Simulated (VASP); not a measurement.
# Bi (Im-3m) in VASP: further runs

Bi is run at these levels: PBEsol; tasks: single point.

Program: VASP 6.6.1. These are calculated values, not measurements. Logs are shortened: lines on timing, memory, paths and dates and some standing lists are left out, and cuts for length are marked.

### Step 1. The cell of the first run

The structure is cubic, space group Im-3m (No. 229). The conventional cell has a = 3.949 Å, b = 3.949 Å, c = 3.949 Å, α = 90.00°, β = 90.00°, γ = 90.00°. Within 4.5 Å of Bi (site symmetry m-3m) lie 14 Bi at 3.42 to 3.95 Å.

This isn't the form of Bi at room conditions, which is rhombohedral.

### Step 2. Single point, PBEsol (30.80 Å³/atom)

INCAR reads:

```
  PREC = Accurate
  ENCUT = 500
  EDIFF = 1E-6
  ISMEAR = 0
  SIGMA = 0.1
  LREAL = False
  LASPH = True
  NELM = 120
  ALGO = Normal
  ISIF = 2
  LWAVE = False
  LCHARG = False
  GGA = PS
  NBANDS = 14
  GGA_COMPAT = False
```

KPOINTS reads:

```
Automatic mesh
0
Gamma
  16 16 16
```

POSCAR reads:

```
Bi
1.0
   -1.9747498964      1.9747498964      1.9747498964
    1.9747498964     -1.9747498964      1.9747498964
    1.9747498964      1.9747498964     -1.9747498964
Bi
1
Direct
    0.0000000000      0.0000000000      0.0000000000
```

Potentials or basis: VASP PAW PBE potentials, release 64 (Bi_d).

Launch:

```
cat potpaw_PBE.64/Bi_d/POTCAR > POTCAR
mpirun -np 1 vasp_std > vasp.out
```

OUTCAR:

```text
PREC = Accurate
   ENCUT = 500
   EDIFF = 1E-6
   ISMEAR = 0
   LREAL = False
   LASPH = True
   NELM = 120
   ISIF = 2
   GGA = PS

 ion  position               nearest neighbor table
   1  0.000  0.000  0.000-

  LATTYP: Found a body centered cubic cell.
 ALAT       =     3.9494997928

  Lattice vectors:

 A1 = (  -1.9747498964,   1.9747498964,   1.9747498964)
 A2 = (   1.9747498964,  -1.9747498964,   1.9747498964)
 A3 = (   1.9747498964,   1.9747498964,  -1.9747498964)

Analysis of symmetry for initial positions (statically):
=====================================================================
 Subroutine PRICEL returns:
 Original cell was already a primitive cell.

 Routine SETGRP: Setting up the symmetry group for a
 body centered cubic supercell.

 Subroutine GETGRP returns: Found 48 space group operations
 (whereof 48 operations were pure point group operations)
 out of a pool of 48 trial point group operations.

The static configuration has the point symmetry O_h .

Analysis of symmetry for dynamics (positions and initial velocities):
=====================================================================
 Subroutine PRICEL returns:
 Original cell was already a primitive cell.

 Routine SETGRP: Setting up the symmetry group for a
 body centered cubic supercell.

 Subroutine GETGRP returns: Found 48 space group operations
 (whereof 48 operations were pure point group operations)
 out of a pool of 48 trial point group operations.

The dynamic configuration has the point symmetry O_h .

 Subroutine INISYM returns: Found 48 space group operations
 (whereof 48 operations are pure point group operations),
 and found     1 'primitive' translations

----------------------------------------------------------------------------------------

                                     Primitive cell

  volume of cell :      30.8032

  direct lattice vectors                    reciprocal lattice vectors
    -1.974749896  1.974749896  1.974749896     0.000000000  0.253196620  0.253196620
     1.974749896 -1.974749896  1.974749896     0.253196620  0.000000000  0.253196620
     1.974749896  1.974749896 -1.974749896     0.253196620  0.253196620  0.000000000

  length of vectors
     3.420367153  3.420367153  3.420367153     0.358074095  0.358074095  0.358074095

  position of ions in fractional coordinates (direct lattice)
     0.000000000  0.000000000  0.000000000

  ion indices of the primitive-cell ions
   primitive index   ion index
                 1           1

----------------------------------------------------------------------------------------

 KPOINTS: Automatic mesh

Automatic generation of k-mesh.
 Grid dimensions read from file:
 generate k-points for:   16   16   16

 Generating k-lattice:

  Cartesian coordinates                     Fractional coordinates (reciprocal lattice)
     0.000000000  0.015824789  0.015824789     0.062500000  0.000000000  0.000000000
     0.015824789  0.000000000  0.015824789     0.000000000  0.062500000  0.000000000
     0.015824789  0.015824789  0.000000000     0.000000000  0.000000000  0.062500000

  Length of vectors
     0.022379631  0.022379631  0.022379631

  Shift w.r.t. Gamma in fractional coordinates (k-lattice)
     0.000000000  0.000000000  0.000000000

 Subroutine IBZKPT returns following result:
 ===========================================

 Found    145 irreducible k-points:

 Following reciprocal coordinates:
            Coordinates               Weight
  0.000000  0.000000  0.000000      1.000000
  0.062500  0.000000  0.000000     12.000000
  0.125000  0.000000  0.000000     12.000000
  0.187500  0.000000  0.000000     12.000000
  0.250000  0.000000  0.000000     12.000000
  0.312500  0.000000  0.000000     12.000000
[... 16 lines left out ...]
  0.187500  0.187500  0.000000     24.000000
  0.250000  0.187500  0.000000     48.000000
 [... further k-points ...]
   k-points           NKPTS =    145   k-points in BZ     NKDIM =    145   number of bands    NBANDS=     14
   number of dos      NEDOS =    301   number of ions     NIONS =      1
   total plane-waves  NPLWV =  21952
   dimension x,y,z NGX =    28 NGY =   28 NGZ =   28
   dimension x,y,z NGXF=    56 NGYF=   56 NGZF=   56
   ions per type =               1
   NGX,Y,Z   is equivalent  to a cutoff of  13.61, 13.61, 13.61 a.u.
   NGXF,Y,Z  is equivalent  to a cutoff of  27.22, 27.22, 27.22 a.u.
 SYSTEM =  unknown system
   PREC   = accura    normal or accurate (medium, high low for compatibility)
   ISTART =      0    job   : 0-new  1-cont  2-samecut
   ICHARG =      2    charge: 1-file 2-atom 10-const
   ISPIN  =      1    spin polarized calculation?
   LNONCOLLINEAR =      F non collinear calculations
   LSORBIT =      F    spin-orbit coupling
   LASPH  =      T    aspherical Exc in radial PAW
   ENCUT  =  500.0 eV  36.75 Ry    6.06 a.u.   6.24  6.24  6.24*2*pi/ulx,y,z
   NELM   =    120;   NELMIN=  2; NELMDL= -5     # of ELM steps
   EDIFF  = 0.1E-05   stopping-criterion for ELM
   LREAL  =      F    real-space projection
   EDIFFG = 0.1E-04   stopping-criterion for IOM
   NSW    =      0    number of steps for IOM
   IBRION =     -1    ionic relax: 0-MD 1-quasi-New 2-CG
   NFREE  =      0    steps in history (QN), initial steepest desc. (CG)
   ISIF   =      2    stress and relaxation
   ISYM   =      2    0-nonsym 1-usesym 2-fastsym
   POTIM  = 0.5000    time-step for ionic-motion
   TEBEG  =    0.0;   TEEND  =   0.0 temperature during run
   PSTRESS=    0.0 pullay stress
   NELECT =      15.0000    total number of electrons
   NUPDOWN=      -1.0000    fix difference up-down
   EMIN   =  10.00;   EMAX   =-10.00  energy-range for DOS
   EFERMI =   0.00;   METHOD = LEGACY
   ISMEAR =     0;   SIGMA  =   0.10  broadening in eV -4-tet -1-fermi 0-gaus
   EFERMI_NEDOS =   21; number of points for ismear=-14 and -15
   IALGO  =     38    algorithm
   IMIX   =      4    mixing-type and parameters
     AMIX     =   0.40;   BMIX     =  1.00
     AMIX_MAG =   1.60;   BMIX_MAG =  1.00
  volume/ion in A,a.u.               =      30.80       207.87
  Fermi-wavevector in a.u.,A,eV,Ry     =   1.287972  2.433915 22.570329  1.658872
  Thomas-Fermi vector in A             =   2.419954
   LORBIT       =      0    0 simple, 1 ext, 2 COOP (PROOUT), +10 PAW based schemes
   GGA     = PS    functional components
   LHFCALC =     F    Hartree Fock is set to
   AEXX    =    0.0000 exact exchange contribution
   IVDW    =     0    specifies the selected vdW correction
   LEPSILON=     F    determine dielectric tensor
   LRPA    =     F    only Hartree local field effects (RPA)
 non-spin polarized calculation
 Gauss-broadening in eV      SIGMA  =   0.10
  energy-cutoff  :      500.00
  volume of cell :       30.80
 maximum number of plane-waves:       798
 NGX is ok and might be reduce to    28
   NGX = 13   NGY = 13   NGZ = 13

 number of electron      14.9999993 magnetization

 Free energy of the ion-electron system (eV)
  ---------------------------------------------------
  ext. energy  EPLUGINS =         0.00000000
  ---------------------------------------------------
  free energy    TOTEN  =        -4.21567680 eV

  energy without entropy =       -4.21146188  energy(sigma->0) =       -4.21356934

 E-fermi :   7.8509     XC(G=0): -10.4882

 val. band max:        7.8316389446   @ k =  -0.4375   0.5000   0.1250
 cond. band min:       7.8731446922   @ k =  -0.1875   0.2500   0.0625
 fundamental gap:      0.0415057476
 Fermi energy:         7.8509383536

 k-point     1 :       0.0000    0.0000    0.0000
  band No.  band energies     occupation
      1     -15.0857      2.00000
      2     -15.0857      2.00000
      3     -15.0857      2.00000
      4     -14.9514      2.00000
      5     -14.9514      2.00000
      6      -5.7302      2.00000
      7      13.0629      0.00000
      8      13.0629      0.00000
      9      13.0629      0.00000
     10      17.1044      0.00000
     11      18.3519      0.00000
     12      18.3519      0.00000
     13      18.3519      0.00000
     14      19.6310      0.00000

 k-point     2 :       0.0625    0.0000    0.0000
  band No.  band energies     occupation
      1     -15.0873      2.00000
      2     -15.0830      2.00000
      3     -15.0775      2.00000
      4     -14.9533      2.00000
      5     -14.9517      2.00000
      6      -5.6580      2.00000
      7      12.2609      0.00000
      8      12.8340      0.00000
      9      12.9957      0.00000
     10      17.4238      0.00000
     11      17.8948      0.00000
     12      17.9465      0.00000
     13      18.2264      0.00000
     14      19.9510      0.00000

 k-point     3 :       0.1250    0.0000    0.0000
  band No.  band energies     occupation
      1     -15.0918      2.00000
      2     -15.0756      2.00000
      3     -15.0541      2.00000
      4     -14.9583      2.00000
      5     -14.9526      2.00000
      6      -5.4426      2.00000
      7      10.6411      0.00000
      8      12.2669      0.00000
      9      12.8003      0.00000
     10      16.4887      0.00000
     11      17.3212      0.00000
     12      18.0804      0.00000
     13      18.8678      0.00000
     14      20.7591      0.00000

 k-point     4 :       0.1875    0.0000    0.0000
  band No.  band energies     occupation
      1     -15.0985      2.00000
      2     -15.0661      2.00000
      3     -15.0188      2.00000
      4     -14.9646      2.00000
      5     -14.9539      2.00000
      6      -5.0888      2.00000
      7       8.8536      0.00000
      8      11.5679      0.00000
      9      12.5050      0.00000
     10      15.6429      0.00000
     11      16.7566      0.00000
     12      18.1371      0.00000
     13      19.5697      0.00000
     14      21.9341      0.00000

 k-point     5 :       0.2500    0.0000    0.0000
  band No.  band energies     occupation
      1     -15.1065      2.00000
      2     -15.0583      2.00000
      3     -14.9769      2.00000
      4     -14.9690      2.00000
      5     -14.9554      2.00000
      6      -4.6078      2.00000
      7       7.1054      2.00000
      8      10.8817      0.00000
      9      12.1643      0.00000
     10      14.9770      0.00000
     11      16.2902      0.00000
[... 276 lines left out ...]
 k-point    22 :       0.4375    0.1250    0.0000
  band No.  band energies     occupation
      1     -15.1134      2.00000
      2     -15.0506      2.00000
      3     -14.9644      2.00000
      4     -14.9595      2.00000
      5     -14.8783      2.00000
      6      -2.5004      2.00000
      7       2.9936      2.00000
      8       8.0856      0.00090
      9      10.6590      0.00000
     10      14.9034      0.00000
     11      17.2755      0.00000
     12      19.5995      0.00000
     13      20.7024      0.00000
     14      25.5658      0.00000

 k-point    23 :       0.1875    0.1875    0.0000
  band No.  band energies     occupation
      1     -15.0965      2.00000
      2     -15.0531      2.00000
      3     -14.9745      2.00000
      4     -14.9621      2.00000
      5     -14.9360      2.00000
      6      -3.8982      2.00000
      7       5.8819      2.00000
      8       8.6391      0.00000
      9      11.1345      0.00000
     10      15.9752      0.00000
     11      16.8845      0.00000
     12      19.4585      0.00000
     13      20.6067      0.00000
     14      22.2679      0.00000

 k-point    24 :       0.2500    0.1875    0.0000
  band No.  band energies     occupation
      1     -15.0987      2.00000
      2     -15.0435      2.00000
      3     -14.9723      2.00000
      4     -14.9652      2.00000
      5     -14.9148      2.00000
      6      -3.3265      2.00000
      7       4.8570      2.00000
      8       7.7471      1.85812
      9      10.8034      0.00000
     10      15.8298      0.00000
     11      17.2830      0.00000
     12      19.5689      0.00000
     13      21.7121      0.00000
     14      22.0828      0.00000

 [... further k-points ...]

------------------------ aborting loop because EDIFF is reached ----------------------------------------

  FORCE on cell =-STRESS in cart. coord.  units (eV):
  Direction    XX          YY          ZZ          XY          YZ          ZX
  --------------------------------------------------------------------------------------
  -------------------------------------------------------------------------------------
  Total       -0.3041519     -0.3041519     -0.3041519      0.0000000     -0.0000000      0.0000000
  in kB      -15.8199409    -15.8199409    -15.8199409      0.0000000     -0.0000000      0.0000000
  external PRESSURE =     -15.8199409 kB  Pullay stress =       0.0000000 kB

 VOLUME and BASIS-vectors are now :
 -----------------------------------------------------------------------------
  energy-cutoff  :      500.00
  volume of cell :       30.80
      direct lattice vectors                 reciprocal lattice vectors
    -1.974749896  1.974749896  1.974749896     0.000000000  0.253196620  0.253196620
     1.974749896 -1.974749896  1.974749896     0.253196620  0.000000000  0.253196620
     1.974749896  1.974749896 -1.974749896     0.253196620  0.253196620  0.000000000

 POSITION                                       TOTAL-FORCE (eV/Angst)
 -----------------------------------------------------------------------------------
      0.00000      0.00000      0.00000        -0.000000      0.000000      0.000000
 -----------------------------------------------------------------------------------
    total drift:                               -0.000000     -0.000000     -0.000000

  FREE ENERGIE OF THE ION-ELECTRON SYSTEM (eV)
  ---------------------------------------------------
  free  energy   TOTEN  =        -4.2156767997 eV

  energy  without entropy=       -4.2114618772  energy(sigma->0) =       -4.21356934
```

Wall time 40 s (1 thread of Intel Xeon Platinum 8259CL at 2.50GHz (Skylake/Cascade Lake), shared host); peak memory 0.19 GiB.

What came out:

| Item | Value |
| --- | --- |
| Free energy | -4.2157 eV |
| Pressure | -1.6 GPa |
| Band gap on the k mesh | zero (an odd number of electrons rules out a gap without spin polarisation) |

Caveat: the PAW data sets were made with another functional, which shifts forces and pressure a little; spin-orbit coupling is left out, which moves the levels of the heavy elements.

(Continued in part 2 of 2.)

The gap in the log of VASP goes by the Fermi energy; the results here count the filled bands.